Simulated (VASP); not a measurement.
# Al (Im-3m) in VASP: further runs

Runs on Al. Level: PBEsol. Tasks: single point, relaxation of cell and atoms.

All numbers are computed with VASP 6.6.1; they aren't measurements. Logs are shortened: lines on timing, memory, paths and dates and some standing lists are left out, and cuts for length are marked.

## 1. The cell of the first run

It takes space group Im-3m (No. 229, cubic). The conventional cell has a = 3.214 Å, b = 3.214 Å, c = 3.214 Å, α = 90.00°, β = 90.00°, γ = 90.00°. Al (site symmetry m-3m) has 14 Al at 2.78 to 3.21 Å within 3.7 Å.

## 2. Single point, PBEsol

INCAR

```
PREC     = Accurate       # precision mode
ENCUT    = 520            # plane-wave cutoff, eV
EDIFF    = 1E-7           # SCF threshold, eV
ISMEAR   = 1              # smearing method
SIGMA    = 0.1            # smearing width, eV
LREAL    = False          # projectors in reciprocal space
LASPH    = True           # aspherical terms in the spheres
NELM     = 80             # most SCF steps
ALGO     = Normal         # electronic algorithm
ISIF     = 2              # what is computed and relaxed
LWAVE    = False          # write WAVECAR
LCHARG   = False          # write CHGCAR
GGA      = PS             # functional
NBANDS   = 8              # bands
```

KPOINTS

```
Automatic mesh
0
Gamma
  19 19 19
```

POSCAR

```
Al
1.0
    1.6068141943      1.6068141943      1.6068141943
   -1.6068141943      1.6068141943      1.6068141943
   -1.6068141943     -1.6068141943      1.6068141943
Al
1
Direct
    0.0000000000      0.0000000000      0.0000000000
```

Potentials or basis: VASP PAW PBE potentials, release 64 (Al).

Command:

```sh
cat potpaw_PBE.64/Al/POTCAR > POTCAR
mpirun -np 1 vasp_std > vasp.out
```

OUTCAR:

```text
PREC = Accurate
   ENCUT = 520
   EDIFF = 1E-7
   ISMEAR = 1
   LREAL = False
   LASPH = True
   NELM = 80
   ISIF = 2
   GGA = PS

 ion  position               nearest neighbor table
   1  0.000  0.000  0.000-

  LATTYP: Found a body centered cubic cell.
 ALAT       =     3.2136283886

  Lattice vectors:

 A1 = (   1.6068141943,  -1.6068141943,  -1.6068141943)
 A2 = (   1.6068141943,   1.6068141943,   1.6068141943)
 A3 = (  -1.6068141943,  -1.6068141943,   1.6068141943)

Analysis of symmetry for initial positions (statically):
=====================================================================
 Subroutine PRICEL returns:
 Original cell was already a primitive cell.

 Routine SETGRP: Setting up the symmetry group for a
 body centered cubic supercell.

 Subroutine GETGRP returns: Found 48 space group operations
 (whereof 48 operations were pure point group operations)
 out of a pool of 48 trial point group operations.

The static configuration has the point symmetry O_h .

Analysis of symmetry for dynamics (positions and initial velocities):
=====================================================================
 Subroutine PRICEL returns:
 Original cell was already a primitive cell.

 Routine SETGRP: Setting up the symmetry group for a
 body centered cubic supercell.

 Subroutine GETGRP returns: Found 48 space group operations
 (whereof 48 operations were pure point group operations)
 out of a pool of 48 trial point group operations.

The dynamic configuration has the point symmetry O_h .

 Subroutine INISYM returns: Found 48 space group operations
 (whereof 48 operations are pure point group operations),
 and found     1 'primitive' translations

----------------------------------------------------------------------------------------

                                     Primitive cell

  volume of cell :      16.5942

  direct lattice vectors                    reciprocal lattice vectors
     1.606814194  1.606814194  1.606814194     0.311174747  0.000000000  0.311174747
    -1.606814194  1.606814194  1.606814194    -0.311174747  0.311174747  0.000000000
    -1.606814194 -1.606814194  1.606814194     0.000000000 -0.311174747  0.311174747

  length of vectors
     2.783083823  2.783083823  2.783083823     0.440067547  0.440067547  0.440067547

  position of ions in fractional coordinates (direct lattice)
     0.000000000  0.000000000  0.000000000

  ion indices of the primitive-cell ions
   primitive index   ion index
                 1           1

----------------------------------------------------------------------------------------

 KPOINTS: Automatic mesh

Automatic generation of k-mesh.
 Grid dimensions read from file:
 generate k-points for:   19   19   19

 Generating k-lattice:

  Cartesian coordinates                     Fractional coordinates (reciprocal lattice)
     0.016377618  0.000000000  0.016377618     0.052631579  0.000000000  0.000000000
    -0.016377618  0.016377618  0.000000000     0.000000000  0.052631579  0.000000000
     0.000000000 -0.016377618  0.016377618     0.000000000  0.000000000  0.052631579

  Length of vectors
     0.023161450  0.023161450  0.023161450

  Shift w.r.t. Gamma in fractional coordinates (k-lattice)
     0.000000000  0.000000000  0.000000000

 Subroutine IBZKPT returns following result:
 ===========================================

 Found    220 irreducible k-points:

 Following reciprocal coordinates:
            Coordinates               Weight
  0.000000  0.000000  0.000000      1.000000
  0.052632  0.000000  0.000000     12.000000
  0.105263  0.000000  0.000000     12.000000
  0.157895  0.000000  0.000000     12.000000
  0.210526  0.000000  0.000000     12.000000
  0.263158  0.000000  0.000000     12.000000
[... 16 lines left out ...]
  0.368421  0.105263  0.000000     48.000000
  0.421053  0.105263  0.000000     48.000000
 [... further k-points ...]
   k-points           NKPTS =    220   k-points in BZ     NKDIM =    220   number of bands    NBANDS=      8
   number of dos      NEDOS =    301   number of ions     NIONS =      1
   total plane-waves  NPLWV =  13824
   dimension x,y,z NGX =    24 NGY =   24 NGZ =   24
   dimension x,y,z NGXF=    48 NGYF=   48 NGZF=   48
   ions per type =               1
   NGX,Y,Z   is equivalent  to a cutoff of  14.34, 14.34, 14.34 a.u.
   NGXF,Y,Z  is equivalent  to a cutoff of  28.67, 28.67, 28.67 a.u.
 SYSTEM =  unknown system
   PREC   = accura    normal or accurate (medium, high low for compatibility)
   ISTART =      0    job   : 0-new  1-cont  2-samecut
   ICHARG =      2    charge: 1-file 2-atom 10-const
   ISPIN  =      1    spin polarized calculation?
   LNONCOLLINEAR =      F non collinear calculations
   LSORBIT =      F    spin-orbit coupling
   LASPH  =      T    aspherical Exc in radial PAW
   ENCUT  =  520.0 eV  38.22 Ry    6.18 a.u.   5.17  5.17  5.17*2*pi/ulx,y,z
   NELM   =     80;   NELMIN=  2; NELMDL= -5     # of ELM steps
   EDIFF  = 0.1E-06   stopping-criterion for ELM
   LREAL  =      F    real-space projection
   EDIFFG = 0.1E-05   stopping-criterion for IOM
   NSW    =      0    number of steps for IOM
   IBRION =     -1    ionic relax: 0-MD 1-quasi-New 2-CG
   NFREE  =      0    steps in history (QN), initial steepest desc. (CG)
   ISIF   =      2    stress and relaxation
   ISYM   =      2    0-nonsym 1-usesym 2-fastsym
   POTIM  = 0.5000    time-step for ionic-motion
   TEBEG  =    0.0;   TEEND  =   0.0 temperature during run
   PSTRESS=    0.0 pullay stress
   NELECT =       3.0000    total number of electrons
   NUPDOWN=      -1.0000    fix difference up-down
   EMIN   =  10.00;   EMAX   =-10.00  energy-range for DOS
   EFERMI =   0.00;   METHOD = LEGACY
   ISMEAR =     1;   SIGMA  =   0.10  broadening in eV -4-tet -1-fermi 0-gaus
   EFERMI_NEDOS =   21; number of points for ismear=-14 and -15
   IALGO  =     38    algorithm
   IMIX   =      4    mixing-type and parameters
     AMIX     =   0.40;   BMIX     =  1.00
     AMIX_MAG =   1.60;   BMIX_MAG =  1.00
  volume/ion in A,a.u.               =      16.59       111.98
  Fermi-wavevector in a.u.,A,eV,Ry     =   0.925684  1.749290 11.658717  0.856892
  Thomas-Fermi vector in A             =   2.051565
   LORBIT       =      0    0 simple, 1 ext, 2 COOP (PROOUT), +10 PAW based schemes
   GGA     = PS    functional components
   LHFCALC =     F    Hartree Fock is set to
   AEXX    =    0.0000 exact exchange contribution
   IVDW    =     0    specifies the selected vdW correction
   LEPSILON=     F    determine dielectric tensor
   LRPA    =     F    only Hartree local field effects (RPA)
 non-spin polarized calculation
 Methfessel and Paxton  Order N= 1 SIGMA  =   0.10
  energy-cutoff  :      520.00
  volume of cell :       16.59
 maximum number of plane-waves:       466
 NGX is ok and might be reduce to    24
   NGX = 11   NGY = 11   NGZ = 11

 number of electron       3.0000000 magnetization

 Free energy of the ion-electron system (eV)
  ---------------------------------------------------
  ext. energy  EPLUGINS =         0.00000000
  ---------------------------------------------------
  free energy    TOTEN  =        -3.99443494 eV

  energy without entropy =       -3.99428976  energy(sigma->0) =       -3.99438655

 E-fermi :   7.9200     XC(G=0): -10.2398

 val. band max:        7.9144689085   @ k =   0.4211   0.2105   0.1579
 cond. band min:       7.9321759266   @ k =   0.3684   0.0526   0.0526
 fundamental gap:      0.0177070180
 Fermi energy:         7.9199992699

 k-point     1 :       0.0000    0.0000    0.0000
  band No.  band energies     occupation
      1      -3.1951      2.00000
      2      21.0997      0.00000
      3      21.0997      0.00000
      4      21.0997      0.00000
      5      22.4874      0.00000
      6      22.4874      0.00000
      7      22.4874      0.00000
      8      24.1329      0.00000

 k-point     2 :       0.0526    0.0000    0.0000
  band No.  band energies     occupation
      1      -3.1157      2.00000
      2      20.0294      0.00000
      3      20.4498      0.00000
      4      20.7665      0.00000
      5      22.1530      0.00000
      6      22.9515      0.00000
      7      23.2696      0.00000
      8      23.3991      0.00000

 k-point     3 :       0.1053    0.0000    0.0000
  band No.  band energies     occupation
      1      -2.8777      2.00000
      2      18.0506      0.00000
      3      19.5075      0.00000
      4      20.0131      0.00000
      5      21.4135      0.00000
      6      22.5042      0.00000
      7      23.6083      0.00000
      8      24.2783      0.00000

 k-point     4 :       0.1579    0.0000    0.0000
  band No.  band energies     occupation
      1      -2.4819      2.00000
      2      15.8843      0.00000
      3      18.6424      0.00000
      4      19.1563      0.00000
      5      20.5967      0.00000
      6      21.7789      0.00000
      7      24.2385      0.00000
      8      24.5648      0.00000

 k-point     5 :       0.2105    0.0000    0.0000
  band No.  band energies     occupation
      1      -1.9296      2.00000
      2      13.7328      0.00000
      3      17.8931      0.00000
      4      18.3430      0.00000
      5      19.8368      0.00000
      6      21.1265      0.00000
      7      24.9362      0.00000
      8      24.9856      0.00000
[... 177 lines left out ...]
 k-point    22 :       0.3158    0.1053    0.0000
  band No.  band energies     occupation
      1      -0.9878      2.00000
      2      11.8631      0.00000
      3      14.5573      0.00000
      4      17.1947      0.00000
      5      20.5059      0.00000
      6      22.2669      0.00000
      7      24.1984      0.00000
      8      27.1529      0.00000

 k-point    23 :       0.3684    0.1053    0.0000
  band No.  band energies     occupation
      1      -0.1300      2.00000
      2       9.9115     -0.00000
      3      13.9898      0.00000
      4      16.6653      0.00000
      5      19.9787      0.00000
      6      22.2004      0.00000
      7      24.5599      0.00000
      8      28.2359      0.00000

 k-point    24 :       0.4211    0.1053    0.0000
  band No.  band energies     occupation
      1       0.8770      2.00000
      2       8.0774     -0.04856
      3      13.5623      0.00000
      4      16.2635      0.00000
      5      19.5728      0.00000
      6      22.0095      0.00000
      7      25.2572      0.00000
      8      29.0485      0.00000

 [... further k-points ...]

------------------------ aborting loop because EDIFF is reached ----------------------------------------

  FORCE on cell =-STRESS in cart. coord.  units (eV):
  Direction    XX          YY          ZZ          XY          YZ          ZX
  --------------------------------------------------------------------------------------
  -------------------------------------------------------------------------------------
  Total        0.0076840      0.0076840      0.0076840      0.0000000     -0.0000000      0.0000000
  in kB        0.7418921      0.7418921      0.7418921      0.0000000     -0.0000000      0.0000000
  external PRESSURE =       0.7418921 kB  Pullay stress =       0.0000000 kB

 VOLUME and BASIS-vectors are now :
 -----------------------------------------------------------------------------
  energy-cutoff  :      520.00
  volume of cell :       16.59
      direct lattice vectors                 reciprocal lattice vectors
     1.606814194  1.606814194  1.606814194     0.311174747  0.000000000  0.311174747
    -1.606814194  1.606814194  1.606814194    -0.311174747  0.311174747  0.000000000
    -1.606814194 -1.606814194  1.606814194     0.000000000 -0.311174747  0.311174747

 POSITION                                       TOTAL-FORCE (eV/Angst)
 -----------------------------------------------------------------------------------
      0.00000      0.00000      0.00000         0.000000      0.000000     -0.000000
 -----------------------------------------------------------------------------------
    total drift:                               -0.000000     -0.000000     -0.000000

  FREE ENERGIE OF THE ION-ELECTRON SYSTEM (eV)
  ---------------------------------------------------
  free  energy   TOTEN  =        -3.9944349447 eV

  energy  without entropy=       -3.9942897571  energy(sigma->0) =       -3.99438655
```

Wall time 29 s (1 thread of Intel Xeon 6975P-C, shared host); peak memory 0.15 GiB.

What came out:

* Free energy: -3.9944 eV
* Pressure: 0.1 GPa

Caveat: the PAW data sets were made with another functional, which shifts forces and pressure a little.

[end of part 1 of 2]
